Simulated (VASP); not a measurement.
A run of VASP 6.6.1 is set up as follows.

The input INCAR:

```
PREC = Accurate
ENCUT = 840
EDIFF = 1E-6
ISMEAR = 0
SIGMA = 0.05
LREAL = False
LASPH = True
NELM = 120
ALGO = Normal
ISIF = 2
LWAVE = False
LCHARG = False
NBANDS = 60
GGA_COMPAT = False
```

Contents of KPOINTS:

```
regular mesh
0
Gamma
  9 9 2
```

File POSCAR:

```
MgO
1.0
    2.1351500000     -2.1351500000      0.0000000000
    2.1351500000      0.0000000000     -2.1351500000
    8.4539974596      8.4539974596      8.4539974596
Mg O
6 6
Direct
    0.6666666667      0.6666666667      0.0420934990
    0.0000000000      0.0000000000      0.8839634783
    0.3333333333      0.3333333333      0.2104674948
    0.6666666667      0.6666666667      0.5472154866
    0.0000000000      0.0000000000      0.3788414907
    0.3333333333      0.3333333333      0.7155894824
    0.6666666667      0.6666666667      0.2946544928
    0.0000000000      0.0000000000      0.1262804969
    0.3333333333      0.3333333333      0.4630284886
    0.6666666667      0.6666666667      0.7997764804
    1.0000000000      1.0000000000      0.6314024845
    0.3333333333      0.3333333333      0.9681504762
```

Potentials or basis: VASP PAW LDA potentials, release 64 (Mg_sv, O).

Command:

```bash
$ cat potpaw_LDA.64/Mg_sv/POTCAR potpaw_LDA.64/O/POTCAR > POTCAR
$ mpirun -np 1 vasp_std > vasp.out
```

**Question.** What does it give for the pressure?

**Answer.** -9.6 GPa.

**Question.** Predict the largest force.

**Answer.** 1.458 eV/Å.

Forces on the atoms (eV/Å):
```
Mg   0.842  0.842  0.842
Mg  -0.272 -0.272 -0.272
Mg  -0.079 -0.079 -0.079
Mg  -0.082 -0.082 -0.082
Mg  -0.082 -0.082 -0.082
Mg  -0.081 -0.081 -0.081
O    0.082  0.082  0.082
O    0.115  0.115  0.115
O    0.082  0.082  0.082
O    0.077  0.077  0.077
O    0.082  0.082  0.082
O   -0.684 -0.684 -0.684
```

Caveat: the cell differs from its parent crystal (the distance across one plane changed); the cell stands under tension; forces of over 1 eV/Å act on the atoms, so gaps and moduli don't describe the material at rest.
